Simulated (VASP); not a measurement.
# Ir in VASP: further runs, part 2 of 2

VASP 6.6.1.

### Step 4. Single point, r2SCAN (uniaxial strain along a: +3.0 %)

POSCAR

```
Ir
1.0
    1.9797514422      1.9797514422      0.0000000000
   -1.9076731130      1.9076731130      0.0000000000
    0.0000000000      0.0000000000      3.8153462260
Ir
2
Direct
    0.0000000000      0.0000000000      0.0000000000
    0.5000000000      0.5000000000      0.5000000000
```

INCAR.step1

```
SYSTEM = Ir
  PREC = Accurate
  ENCUT = 520
  ISMEAR = 0
  SIGMA = 0.1
  LREAL = .False.
  LASPH = .True.
  NELM = 80
  NBANDS = 16
  GGA = PE
  ALGO = Normal
  EDIFF = 1E-4
  LWAVE = .True.
  LCHARG = .False.
```

INCAR.step2

```
SYSTEM = Ir
  PREC = Accurate
  ENCUT = 520
  EDIFF = 1E-6
  ISMEAR = 0
  SIGMA = 0.1
  LREAL = .False.
  LASPH = .True.
  NELM = 80
  ALGO = Normal
  ISIF = 2
  LWAVE = .False.
  LCHARG = .False.
  METAGGA = R2SCAN
  LMIXTAU = .True.
  NBANDS = 16
  ISTART = 1
```

KPOINTS

```
regular mesh
0
Gamma
  20 20 14
  0 0 0
```

Potentials or basis: VASP PAW PBE potentials, release 64 (Ir).

The run is started by

```bash
$ cat potpaw_PBE.64/Ir/POTCAR > POTCAR
$ cp INCAR.step1 INCAR
$ mpirun -np 1 vasp_std > vasp.out
$ cp INCAR.step2 INCAR
$ mpirun -np 1 vasp_std > vasp.out
```

OUTCAR:

```text
SYSTEM = Ir
   PREC = Accurate
   ENCUT = 520
   EDIFF = 1E-6
   ISMEAR = 0
   LREAL = .False.
   LASPH = .True.
   NELM = 80
   ISIF = 2
   METAGGA = R2SCAN
   ISTART = 1

 ion  position               nearest neighbor table
   1  0.000  0.000  0.000-   2 2.72   2 2.72   2 2.72   2 2.72   2 2.72   2 2.72   2 2.72   2 2.72

   2  0.500  0.500  0.500-   1 2.72   1 2.72   1 2.72   1 2.72   1 2.72   1 2.72   1 2.72   1 2.72

  LATTYP: Found a simple orthorhombic cell.
 ALAT       =     2.6978571890
 B/A-ratio  =     1.0377833753
 C/A-ratio  =     1.4142135624

  Lattice vectors:

 A1 = (   1.9076731130,  -1.9076731130,   0.0000000000)
 A2 = (   1.9797514422,   1.9797514422,   0.0000000000)
 A3 = (   0.0000000000,   0.0000000000,   3.8153462260)

Analysis of symmetry for initial positions (statically):
=====================================================================
 Subroutine PRICEL returns following result:

  LATTYP: Found a body centered orthorhombic cell.
 ALAT       =     2.6978571890
 B/A-ratio  =     1.0377833753
 C/A-ratio  =     1.4142135624

  Lattice vectors:

 A1 = (   1.9437122776,   0.0360391646,  -1.9076731130)
 A2 = (  -1.9437122776,  -0.0360391646,  -1.9076731130)
 A3 = (   0.0360391646,   1.9437122776,   1.9076731130)

   2 primitive cells build up your supercell.

 Routine SETGRP: Setting up the symmetry group for a
 simple orthorhombic supercell.

 Subroutine GETGRP returns: Found  8 space group operations
 (whereof  8 operations were pure point group operations)
 out of a pool of  8 trial point group operations.

The static configuration has the point symmetry D_2h.

Analysis of symmetry for dynamics (positions and initial velocities):
=====================================================================
 Subroutine PRICEL returns following result:

[... 134 lines left out ...]
   EFERMI_NEDOS =   21; number of points for ismear=-14 and -15
   IALGO  =     38    algorithm
   IMIX   =      4    mixing-type and parameters
     AMIX     =   0.40;   BMIX     =  1.00
     AMIX_MAG =   1.60;   BMIX_MAG =  1.00
  volume/ion in A,a.u.               =      14.41        97.24
  Fermi-wavevector in a.u.,A,eV,Ry     =   1.399392  2.644468 26.644272  1.958299
  Thomas-Fermi vector in A             =   2.522456
   LORBIT       =      0    0 simple, 1 ext, 2 COOP (PROOUT), +10 PAW based schemes
   METAGGA = R2SCAN    functional components
   LHFCALC =     F    Hartree Fock is set to
   AEXX    =    0.0000 exact exchange contribution
   IVDW    =     0    specifies the selected vdW correction
   LEPSILON=     F    determine dielectric tensor
   LRPA    =     F    only Hartree local field effects (RPA)
 non-spin polarized calculation
 Gauss-broadening in eV      SIGMA  =   0.10
  energy-cutoff  :      520.00
  volume of cell :       28.82
 maximum number of plane-waves:       794
 NGX is ok and might be reduce to    24
   NGX = 11   NGY = 11   NGZ = 15

 number of electron      17.9999996 magnetization

 Free energy of the ion-electron system (eV)
  ---------------------------------------------------
  ext. energy  EPLUGINS =         0.00000000
  ---------------------------------------------------
  free energy    TOTEN  =      -104.69849512 eV

  energy without entropy =     -104.68978642  energy(sigma->0) =     -104.69414077

 E-fermi :   9.8311     XC(G=0): -15.1990

 val. band max:        9.8299096827   @ k =   0.4500   0.4500   0.0000
 cond. band min:       9.8322987007   @ k =   0.4500   0.4500   0.2143
 fundamental gap:      0.0023890180
 Fermi energy:         9.8311461438

 k-point     1 :       0.0000    0.0000    0.0000
  band No.  band energies     occupation
      1      -1.4651      2.00000
      2       1.8786      2.00000
      3       2.4187      2.00000
      4       5.6128      2.00000
      5       6.0877      2.00000
      6       6.1872      2.00000
[... 433 lines left out ...]
      3       2.6853      2.00000
      4       5.6098      2.00000
      5       6.1139      2.00000
      6       6.3296      2.00000
[... 8 lines left out ...]
     15      22.9243      0.00000
     16      25.6574      0.00000

 [... further k-points ...]

------------------------ aborting loop because EDIFF is reached ----------------------------------------

  FORCE on cell =-STRESS in cart. coord.  units (eV):
  Direction    XX          YY          ZZ          XY          YZ          ZX
  --------------------------------------------------------------------------------------
  -------------------------------------------------------------------------------------
  Total       -0.7767649     -0.7767649      0.2790836     -1.6689018      0.0000000      0.0000000
  in kB      -43.1838752    -43.1838752     15.5155185    -92.7817981      0.0000000      0.0000000
  external PRESSURE =     -23.6174106 kB  Pullay stress =       0.0000000 kB

 VOLUME and BASIS-vectors are now :
 -----------------------------------------------------------------------------
  energy-cutoff  :      520.00
  volume of cell :       28.82
      direct lattice vectors                 reciprocal lattice vectors
     1.979751442  1.979751442  0.000000000     0.252556957  0.252556957  0.000000000
    -1.907673113  1.907673113  0.000000000    -0.262099411  0.262099411  0.000000000
     0.000000000  0.000000000  3.815346226     0.000000000  0.000000000  0.262099411

 POSITION                                       TOTAL-FORCE (eV/Angst)
 -----------------------------------------------------------------------------------
      0.00000      0.00000      0.00000        -0.000000      0.000000      0.000000
      0.03604      1.94371      1.90767         0.000000     -0.000000     -0.000000
 -----------------------------------------------------------------------------------
    total drift:                               -0.000000      0.000000     -0.000000

  FREE ENERGIE OF THE ION-ELECTRON SYSTEM (eV)
  ---------------------------------------------------
  free  energy   TOTEN  =      -104.6984951164 eV

  energy  without entropy=     -104.6897864232  energy(sigma->0) =     -104.69414077
```

It took 6.6 min on 1 thread of Intel Xeon 6975P-C (Granite Rapids), shared host; peak memory 0.46 GiB.

Results:

| Property | Result |
| --- | --- |
| Free energy | -104.6985 eV |
| Pressure | -2.4 GPa |
| Band gap on the k mesh | zero (bands 9 and 10 overlap by 3.44 eV) |

Levels at points of the mesh, in eV from the Fermi level:
```
           k point  band 7  band 8  band 9  band 10  band 11  band 12
(0.00, 0.00, 0.00)   -1.37   -1.05    0.83     1.55     1.59     2.09
(0.50, 0.00, 0.00)   -2.20   -2.20   -1.23    -1.23     2.38     2.38
(0.00, 0.50, 0.00)   -2.81   -2.81   -1.49    -1.49     3.26     3.26
(0.50, 0.50, 0.00)    1.48    1.48    1.64     1.64     1.69     1.69
(0.00, 0.00, 0.50)   -2.09   -2.09   -1.69    -1.69    -0.35    -0.35
(0.50, 0.00, 0.50)   -0.81   -0.81    0.62     0.62     1.09     1.09
(0.00, 0.50, 0.50)   -0.43   -0.43    0.92     0.92     1.08     1.08
(0.50, 0.50, 0.50)   -1.75   -1.75    1.41     1.41     8.39     8.39
```

Caveat: the cell differs from its parent crystal (uniaxial strain along a: +3.0 %); the stress differs along the axes, from -4 to 2 GPa; the PAW data sets were made with another functional, which shifts forces and pressure a little; spin-orbit coupling is left out, which moves the levels of the heavy elements.

### Step 5. Single point, r2SCAN (biaxial strain in the a-b plane: +1.0 %)

POSCAR

```
Ir
1.0
    1.9413096666      1.9413096666      0.0000000000
   -1.9413096666      1.9413096666      0.0000000000
    0.0000000000      0.0000000000      3.8211124923
Ir
2
Direct
    0.0000000000      0.0000000000      0.0000000000
    0.5000000000      0.5000000000      0.5000000000
```

INCAR.step1

```
ALGO = Normal
EDIFF = 1E-4
ENCUT = 520
GGA = PE
ISMEAR = 0
LASPH = T
LCHARG = F
LREAL = F
LWAVE = T
NBANDS = 16
NELM = 100
PREC = Accurate
SIGMA = 0.1
```

INCAR.step2

```
ALGO = Normal
EDIFF = 1E-6
ENCUT = 520
ISIF = 2
ISMEAR = 0
ISTART = 1
LASPH = T
LCHARG = T
LELF = T
LMIXTAU = T
LREAL = F
LVHAR = T
LWAVE = F
METAGGA = R2SCAN
NBANDS = 16
NELM = 100
PREC = Accurate
SIGMA = 0.1
```

KPOINTS

```
k-points
0
Gamma
  20 20 14
```

The run is started by

```bash
$ cat potpaw_PBE.64/Ir/POTCAR > POTCAR
$ cp INCAR.step1 INCAR
$ mpirun -np 1 vasp_std > vasp.out
$ cp INCAR.step2 INCAR
$ mpirun -np 1 vasp_std > vasp.out
```

Run time: 7.7 min. Hardware: 1 thread of Intel Xeon Platinum 8259CL at 2.50GHz (Skylake/Cascade Lake), shared host; peak memory 0.31 GiB.

The run converged. Its results:

| Property | Result |
| --- | --- |
| Free energy | -104.7318 eV |
| Pressure | -2.7 GPa |
| Band gap on the k mesh | zero (bands 9 and 10 overlap by 3.53 eV) |

Stress tensor (GPa, compression positive):
```
-4.71  0.00  0.00
 0.00 -4.71  0.00
 0.00  0.00  1.32
```

Levels at points of the mesh, in eV from the Fermi level:
| k point | band 5 | band 6 | band 7 | band 8 | band 9 | band 10 | band 11 | band 12 | band 13 | band 14 |
| --- | --- | --- | --- | --- | --- | --- | --- | --- | --- | --- |
| (0.00, 0.00, 0.00) | -3.94 | -3.73 | -1.38 | -1.10 | 0.82 | 1.55 | 1.55 | 2.04 | 11.14 | 12.06 |
| (0.50, 0.00, 0.00) | -4.58 | -4.58 | -2.51 | -2.51 | -1.37 | -1.37 | 2.83 | 2.83 | 12.40 | 12.40 |
| (0.50, 0.50, 0.00) | 0.83 | 0.83 | 1.43 | 1.43 | 1.63 | 1.63 | 1.69 | 1.69 | 10.70 | 10.70 |
| (0.00, 0.00, 0.50) | -2.96 | -2.96 | -1.90 | -1.90 | -1.90 | -1.90 | -0.36 | -0.36 | 18.77 | 18.77 |
| (0.50, 0.00, 0.50) | -3.91 | -3.91 | -0.63 | -0.63 | 0.86 | 0.86 | 0.98 | 0.98 | 7.50 | 7.50 |
| (0.50, 0.50, 0.50) | -4.91 | -4.91 | -1.77 | -1.77 | 1.44 | 1.44 | 8.37 | 8.37 | 9.42 | 9.42 |

Caveat: the cell differs from its parent crystal (biaxial strain in the a-b plane: +1.0 %); the stress differs along the axes, from -5 to 1 GPa; the PAW data sets were made with another functional, which shifts forces and pressure a little; spin-orbit coupling is left out, which moves the levels of the heavy elements.

### Step 6. Overview

```tsv
cell	gap on the mesh (eV)	pressure (GPa)
a = 2.745, b = 2.715, c = 3.831 Å, 2 atoms	none	0.4
a = 2.800, b = 2.800, c = 3.960 Å, 2 atoms	none	-25.1
a = 2.800, b = 2.698, c = 3.815 Å, 2 atoms	none	-2.4
a = 2.745, b = 2.745, c = 3.821 Å, 2 atoms	none	-2.7
```

Alike in all rows: task single point; level r2SCAN; potentials or basis VASP PAW PBE potentials, release 64 (Ir); no spin polarisation; k mesh 20 × 20 × 14; cutoff (eV) 520; smearing gaussian 0.1 eV.

Caveats: the PAW data sets were made with another functional, which shifts forces and pressure a little; spin-orbit coupling is left out, which moves the levels of the heavy elements; the cell stands under tension (at least some runs); the stress differs along the axes, from -4 to 2 GPa (at least some runs); the stress differs along the axes, from -5 to 1 GPa (at least some runs).

Absolute energies hang on the potentials; compare differences alone.
